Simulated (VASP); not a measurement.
# Zn (Im-3m) in VASP: single point with PBEsol

Aim: the single point of Zn with PBEsol.

All numbers are computed with VASP 6.6.1; they aren't measurements. Logs are shortened: lines on timing, memory, paths and dates and some standing lists are left out, and cuts for length are marked.

## 1. The cell of the first run

It takes space group Im-3m (No. 229, cubic). The conventional cell has a = 3.138 Å, b = 3.138 Å, c = 3.138 Å, α = 90.00°, β = 90.00°, γ = 90.00°. Zn (site symmetry m-3m) has 14 Zn at 2.72 to 3.14 Å within 3.6 Å.

This isn't the form of Zn at room conditions, which is hcp.

## 2. Single point, PBEsol (Mg replaced by Zn, lengths x 0.919, strained)

The input, INCAR:

```
PREC     = Accurate       # precision mode
ENCUT    = 520            # plane-wave cutoff, eV
EDIFF    = 1E-6           # SCF threshold, eV
ISMEAR   = 0              # smearing method
SIGMA    = 0.1            # smearing width, eV
LREAL    = F              # projectors in reciprocal space
LASPH    = T              # aspherical terms in the spheres
NELM     = 100            # most SCF steps
ALGO     = Fast           # electronic algorithm
ISIF     = 2              # what is computed and relaxed
LWAVE    = F              # write WAVECAR
LCHARG   = F              # write CHGCAR
GGA      = PS             # functional
NBANDS   = 12             # bands
```

The input, KPOINTS:

```
regular mesh
0
Gamma
  18 18 18
```

The input, POSCAR:

```
Zn
1.0
   -1.5691292266      1.5691292266      1.5691292266
    1.5691292266     -1.5691292266      1.5691292266
    1.5691292266      1.5691292266     -1.5691292266
Zn
1
Direct
    0.0000000000      0.0000000000      0.0000000000
```

Potentials or basis: VASP PAW PBE potentials, release 64 (Zn).

The run is started by

```bash
$ cat potpaw_PBE.64/Zn/POTCAR > POTCAR
$ mpirun -np 1 vasp_std > vasp.out
```

OUTCAR:

```text
PREC = Accurate
   ENCUT = 520
   EDIFF = 1E-6
   ISMEAR = 0
   LREAL = F
   LASPH = T
   NELM = 100
   ISIF = 2
   GGA = PS

 ion  position               nearest neighbor table
   1  0.000  0.000  0.000-

  LATTYP: Found a body centered cubic cell.
 ALAT       =     3.1382584532

  Lattice vectors:

 A1 = (  -1.5691292266,   1.5691292266,   1.5691292266)
 A2 = (   1.5691292266,  -1.5691292266,   1.5691292266)
 A3 = (   1.5691292266,   1.5691292266,  -1.5691292266)

Analysis of symmetry for initial positions (statically):
=====================================================================
 Subroutine PRICEL returns:
 Original cell was already a primitive cell.

 Routine SETGRP: Setting up the symmetry group for a
 body centered cubic supercell.

 Subroutine GETGRP returns: Found 48 space group operations
 (whereof 48 operations were pure point group operations)
 out of a pool of 48 trial point group operations.

The static configuration has the point symmetry O_h .

Analysis of symmetry for dynamics (positions and initial velocities):
=====================================================================
 Subroutine PRICEL returns:
 Original cell was already a primitive cell.

 Routine SETGRP: Setting up the symmetry group for a
 body centered cubic supercell.

 Subroutine GETGRP returns: Found 48 space group operations
 (whereof 48 operations were pure point group operations)
 out of a pool of 48 trial point group operations.

The dynamic configuration has the point symmetry O_h .

 Subroutine INISYM returns: Found 48 space group operations
 (whereof 48 operations are pure point group operations),
 and found     1 'primitive' translations

----------------------------------------------------------------------------------------

                                     Primitive cell

  volume of cell :      15.4538

  direct lattice vectors                    reciprocal lattice vectors
    -1.569129227  1.569129227  1.569129227     0.000000000  0.318648070  0.318648070
     1.569129227 -1.569129227  1.569129227     0.318648070  0.000000000  0.318648070
     1.569129227  1.569129227 -1.569129227     0.318648070  0.318648070  0.000000000

  length of vectors
     2.717811544  2.717811544  2.717811544     0.450636423  0.450636423  0.450636423

  position of ions in fractional coordinates (direct lattice)
     0.000000000  0.000000000  0.000000000

  ion indices of the primitive-cell ions
   primitive index   ion index
                 1           1

----------------------------------------------------------------------------------------

 KPOINTS: regular mesh

Automatic generation of k-mesh.
 Grid dimensions read from file:
 generate k-points for:   18   18   18

 Generating k-lattice:

  Cartesian coordinates                     Fractional coordinates (reciprocal lattice)
     0.000000000  0.017702671  0.017702671     0.055555556  0.000000000  0.000000000
     0.017702671  0.000000000  0.017702671     0.000000000  0.055555556  0.000000000
     0.017702671  0.017702671  0.000000000     0.000000000  0.000000000  0.055555556

  Length of vectors
     0.025035357  0.025035357  0.025035357

  Shift w.r.t. Gamma in fractional coordinates (k-lattice)
     0.000000000  0.000000000  0.000000000

 Subroutine IBZKPT returns following result:
 ===========================================

 Found    195 irreducible k-points:

 Following reciprocal coordinates:
            Coordinates               Weight
  0.000000  0.000000  0.000000      1.000000
  0.055556  0.000000  0.000000     12.000000
  0.111111  0.000000  0.000000     12.000000
  0.166667  0.000000  0.000000     12.000000
  0.222222  0.000000  0.000000     12.000000
  0.277778  0.000000  0.000000     12.000000
[... 16 lines left out ...]
  0.333333  0.111111  0.000000     48.000000
  0.388889  0.111111  0.000000     48.000000
 [... further k-points ...]
   k-points           NKPTS =    195   k-points in BZ     NKDIM =    195   number of bands    NBANDS=     12
   number of dos      NEDOS =    301   number of ions     NIONS =      1
   total plane-waves  NPLWV =   8000
   dimension x,y,z NGX =    20 NGY =   20 NGZ =   20
   dimension x,y,z NGXF=    40 NGYF=   40 NGZF=   40
   ions per type =               1
   NGX,Y,Z   is equivalent  to a cutoff of  12.23, 12.23, 12.23 a.u.
   NGXF,Y,Z  is equivalent  to a cutoff of  24.47, 24.47, 24.47 a.u.
 SYSTEM =  unknown system
   PREC   = accura    normal or accurate (medium, high low for compatibility)
   ISTART =      0    job   : 0-new  1-cont  2-samecut
   ICHARG =      2    charge: 1-file 2-atom 10-const
   ISPIN  =      1    spin polarized calculation?
   LNONCOLLINEAR =      F non collinear calculations
   LSORBIT =      F    spin-orbit coupling
   LASPH  =      T    aspherical Exc in radial PAW
   ENCUT  =  520.0 eV  38.22 Ry    6.18 a.u.   5.05  5.05  5.05*2*pi/ulx,y,z
   NELM   =    100;   NELMIN=  2; NELMDL= -5     # of ELM steps
   EDIFF  = 0.1E-05   stopping-criterion for ELM
   LREAL  =      F    real-space projection
   EDIFFG = 0.1E-04   stopping-criterion for IOM
   NSW    =      0    number of steps for IOM
   IBRION =     -1    ionic relax: 0-MD 1-quasi-New 2-CG
   NFREE  =      0    steps in history (QN), initial steepest desc. (CG)
   ISIF   =      2    stress and relaxation
   ISYM   =      2    0-nonsym 1-usesym 2-fastsym
   POTIM  = 0.5000    time-step for ionic-motion
   TEBEG  =    0.0;   TEEND  =   0.0 temperature during run
   PSTRESS=    0.0 pullay stress
   NELECT =      12.0000    total number of electrons
   NUPDOWN=      -1.0000    fix difference up-down
   EMIN   =  10.00;   EMAX   =-10.00  energy-range for DOS
   EFERMI =   0.00;   METHOD = LEGACY
   ISMEAR =     0;   SIGMA  =   0.10  broadening in eV -4-tet -1-fermi 0-gaus
   EFERMI_NEDOS =   21; number of points for ismear=-14 and -15
   IALGO  =     68    algorithm
   IMIX   =      4    mixing-type and parameters
     AMIX     =   0.40;   BMIX     =  1.00
     AMIX_MAG =   1.60;   BMIX_MAG =  1.00
  volume/ion in A,a.u.               =      15.45       104.29
  Fermi-wavevector in a.u.,A,eV,Ry     =   1.504723  2.843514 30.806190  2.264191
  Thomas-Fermi vector in A             =   2.615665
   LORBIT       =      0    0 simple, 1 ext, 2 COOP (PROOUT), +10 PAW based schemes
   GGA     = PS    functional components
   LHFCALC =     F    Hartree Fock is set to
   AEXX    =    0.0000 exact exchange contribution
   IVDW    =     0    specifies the selected vdW correction
   LEPSILON=     F    determine dielectric tensor
   LRPA    =     F    only Hartree local field effects (RPA)
 non-spin polarized calculation
 RMM-DIIS sequential band-by-band and
 Gauss-broadening in eV      SIGMA  =   0.10
  energy-cutoff  :      520.00
  volume of cell :       15.45
 maximum number of plane-waves:       430
   NGX = 11   NGY = 11   NGZ = 11

 number of electron      12.0000023 magnetization

 Free energy of the ion-electron system (eV)
  ---------------------------------------------------
  ext. energy  EPLUGINS =         0.00000000
  ---------------------------------------------------
  free energy    TOTEN  =        -1.47434393 eV

  energy without entropy =       -1.47299355  energy(sigma->0) =       -1.47366874

 E-fermi :   2.8893     XC(G=0): -11.6295

 val. band max:        2.8461632832   @ k =   0.3889   0.1667  -0.0000
 cond. band min:       2.9099883966   @ k =   0.2778   0.2778   0.1111
 fundamental gap:      0.0638251134
 Fermi energy:         2.8893039215

 k-point     1 :       0.0000    0.0000    0.0000
  band No.  band energies     occupation
      1      -7.4352      2.00000
      2      -4.8057      2.00000
      3      -4.8057      2.00000
      4      -4.8057      2.00000
      5      -4.3042      2.00000
      6      -4.3042      2.00000
      7      21.8405      0.00000
      8      21.8405      0.00000
      9      21.8405      0.00000
     10      23.6344      0.00000
     11      23.6344      0.00000
     12      23.6344      0.00000

 k-point     2 :       0.0556    0.0000    0.0000
  band No.  band energies     occupation
      1      -7.3377      2.00000
      2      -4.8149      2.00000
      3      -4.8036      2.00000
      4      -4.7827      2.00000
      5      -4.3130      2.00000
      6      -4.3036      2.00000
      7      20.4283      0.00000
      8      21.0888      0.00000
      9      21.4131      0.00000
     10      22.6434      0.00000
     11      22.8362      0.00000
     12      23.3857      0.00000

 k-point     3 :       0.1111    0.0000    0.0000
  band No.  band energies     occupation
      1      -7.0495      2.00000
      2      -4.8412      2.00000
      3      -4.7961      2.00000
      4      -4.7159      2.00000
      5      -4.3350      2.00000
      6      -4.3019      2.00000
      7      17.7014      0.00000
      8      19.7499      0.00000
      9      20.3580      0.00000
     10      21.7418      0.00000
     11      21.9456      0.00000
     12      23.4930      0.00000

 k-point     4 :       0.1667    0.0000    0.0000
  band No.  band energies     occupation
      1      -6.5892      2.00000
      2      -4.8815      2.00000
      3      -4.7726      2.00000
      4      -4.6117      2.00000
      5      -4.3589      2.00000
      6      -4.2989      2.00000
      7      14.9108      0.00000
      8      18.4088      0.00000
      9      19.1952      0.00000
     10      20.7715      0.00000
     11      21.3221      0.00000
     12      23.9733      0.00000

 k-point     5 :       0.2222    0.0000    0.0000
  band No.  band energies     occupation
      1      -6.0248      2.00000
      2      -4.9308      2.00000
      3      -4.6728      2.00000
      4      -4.4803      2.00000
      5      -4.3726      2.00000
      6      -4.2944      2.00000
      7      12.2255      0.00000
      8      17.1915      0.00000
      9      18.1318      0.00000
     10      19.9575      0.00000
     11      20.7798      0.00000
     12      24.7074      0.00000
[... 228 lines left out ...]
      1      -5.4129      2.00000
      2      -4.9580      2.00000
      3      -4.6576      2.00000
      4      -4.3960      2.00000
      5      -4.2791      2.00000
      6      -3.8139      2.00000
      7       9.9377      0.00000
      8      13.2007      0.00000
      9      16.2256      0.00000
     10      20.7939      0.00000
     11      23.0529      0.00000
     12      24.4939      0.00000

 k-point    22 :       0.2778    0.1111    0.0000
  band No.  band energies     occupation
      1      -5.3176      2.00000
      2      -5.0074      2.00000
      3      -4.4578      2.00000
      4      -4.3756      2.00000
      5      -4.2452      2.00000
      6      -2.9747      2.00000
      7       7.5685      0.00000
      8      12.4853      0.00000
      9      15.5244      0.00000
     10      20.3186      0.00000
     11      23.0188      0.00000
     12      25.1007      0.00000

 k-point    23 :       0.3333    0.1111    0.0000
  band No.  band energies     occupation
      1      -5.3286      2.00000
      2      -5.0460      2.00000
      3      -4.3829      2.00000
      4      -4.3373      2.00000
      5      -4.1731      2.00000
      6      -1.7907      2.00000
      7       5.3742      0.00000
      8      11.9618      0.00000
      9      15.0118      0.00000
     10      19.9779      0.00000
     11      22.8208      0.00000
     12      26.1349      0.00000

 k-point    24 :       0.3889    0.1111    0.0000
  band No.  band energies     occupation
      1      -5.3531      2.00000
      2      -5.0703      2.00000
      3      -4.3552      2.00000
      4      -4.3273      2.00000
      5      -4.0985      2.00000
      6      -0.3967      2.00000
      7       3.3948      0.00000
      8      11.6417      0.00000
      9      14.6997      0.00000
     10      19.7740      0.00000
     11      22.6698      0.00000
     12      27.3781      0.00000

 [... further k-points ...]

------------------------ aborting loop because EDIFF is reached ----------------------------------------

  FORCE on cell =-STRESS in cart. coord.  units (eV):
  Direction    XX          YY          ZZ          XY          YZ          ZX
  --------------------------------------------------------------------------------------
  -------------------------------------------------------------------------------------
  Total       -0.4712530     -0.4712530     -0.4712530      0.0000000      0.0000000     -0.0000000
  in kB      -48.8572052    -48.8572052    -48.8572052      0.0000000      0.0000000     -0.0000000
  external PRESSURE =     -48.8572052 kB  Pullay stress =       0.0000000 kB

 VOLUME and BASIS-vectors are now :
 -----------------------------------------------------------------------------
  energy-cutoff  :      520.00
  volume of cell :       15.45
      direct lattice vectors                 reciprocal lattice vectors
    -1.569129227  1.569129227  1.569129227     0.000000000  0.318648070  0.318648070
     1.569129227 -1.569129227  1.569129227     0.318648070  0.000000000  0.318648070
     1.569129227  1.569129227 -1.569129227     0.318648070  0.318648070  0.000000000

 POSITION                                       TOTAL-FORCE (eV/Angst)
 -----------------------------------------------------------------------------------
      0.00000      0.00000      0.00000         0.000000     -0.000000     -0.000000
 -----------------------------------------------------------------------------------
    total drift:                                0.000000     -0.000000      0.000000

  FREE ENERGIE OF THE ION-ELECTRON SYSTEM (eV)
  ---------------------------------------------------
  free  energy   TOTEN  =        -1.4743439283 eV

  energy  without entropy=       -1.4729935537  energy(sigma->0) =       -1.47366874
```

Wall time 29 s (1 thread of Intel Xeon 8259CL, shared host); peak memory 0.15 GiB.

Results:

| Item | Value |
| --- | --- |
| Free energy | -1.4743 eV |
| Pressure | -4.9 GPa |
| Band gap on the k mesh | zero (bands 6 and 7 overlap by 5.16 eV) |

Levels at points of the mesh, in eV from the Fermi level:
```csv
k point,band 2,band 3,band 4,band 5,band 6,band 7,band 8,band 9,band 10,band 11
"(0.00, 0.00, 0.00)",-7.70,-7.70,-7.70,-7.19,-7.19,18.95,18.95,18.95,20.75,20.75
"(0.50, 0.00, 0.00)",-8.00,-7.22,-7.16,-6.86,-2.63,-0.98,11.26,12.67,15.27,16.71
"(0.50, 0.50, 0.50)",-8.24,-6.94,-6.94,-6.94,4.18,4.18,4.18,7.45,8.57,8.57
```

Caveat: the cell differs from its parent crystal (Mg replaced by Zn, lengths x 0.919, strained); the cell stands under tension; the PAW data sets were made with another functional, which shifts forces and pressure a little.
